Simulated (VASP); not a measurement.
Set up this calculation in VASP 6.6.1, as the native input.

```yaml
Task: single point
Functional: PBEsol
Potentials_or_basis: VASP PAW PBE potentials, release 64 (Mn_sv, S)
Cutoff: 600 eV
k_mesh: 7 × 7 × 7
Occupations: fermi-dirac, width 0.05 eV
Spin: collinear spin, ferromagnetic start
Starting_moments: "[3.0, 0.0] μB"
Fixed_moment: 3 μB
Dipole_correction: no
Further_INCAR_settings: ALGO = Normal; EDIFF = 1e-06; NBANDS = 22
```

The structure of MnS lies in POSCAR:

```
MnS
1.0
    0.0000000000      2.6045000000      2.6045000000
    2.6045000000      0.0000000000      2.6045000000
    2.6045000000      2.6045000000      0.0000000000
Mn S
1 1
Direct
    0.0000000000      0.0000000000      0.0000000000
    0.5000000000      0.5000000000      0.5000000000
```

These files were run (other wordings do the same):

INCAR

```
PREC     = Accurate       # precision mode
ENCUT    = 600            # plane-wave cutoff, eV
EDIFF    = 1E-6           # SCF threshold, eV
ISMEAR   = -1             # smearing method
SIGMA    = 0.05           # smearing width, eV
LREAL    = F              # projectors in reciprocal space
LASPH    = T              # aspherical terms in the spheres
NELM     = 200            # most SCF steps
ALGO     = Normal         # electronic algorithm
ISIF     = 2              # what is computed and relaxed
LWAVE    = F              # write WAVECAR
LCHARG   = T              # write CHGCAR
ISPIN    = 2              # spin polarisation
MAGMOM   = 3 0            # initial moments
LORBIT   = 11             # projections on sites
NUPDOWN  = 3.0            # fixed moment
LMAXMIX  = 4              # l up to which the mixer works
GGA      = PS             # functional
LELF     = T              # ELF
LVHAR    = T            
NBANDS   = 22             # bands
GGA_COMPAT= F
```

KPOINTS

```
regular mesh
0
Gamma
  7 7 7
```

Potentials or basis: VASP PAW PBE potentials, release 64 (Mn_sv, S).

Run with:

```sh
$ cat potpaw_PBE.64/Mn_sv/POTCAR potpaw_PBE.64/S/POTCAR > POTCAR
$ mpirun -np 1 vasp_std > vasp.out
```

Results of the run:

- Pressure: -21.7 GPa
- Net moment: 3.00 μB per cell
- Site moments: Mn +2.86; S -0.09 μB
- Valence electrons inside the program's atomic spheres: Mn 12.83; S 3.61

Caveat: the cell stands under tension; the PAW data sets were made with another functional, which shifts forces and pressure a little; the total moment is fixed, so each spin has its own Fermi level; a cell with one magnetic atom can't hold antiferromagnetic order, which such compounds often take.

Run time: 55 s on 1 thread of Intel(R) Xeon(R) Platinum 8488C (Sapphire Rapids), on a shared host, peak memory 0.2 GiB.
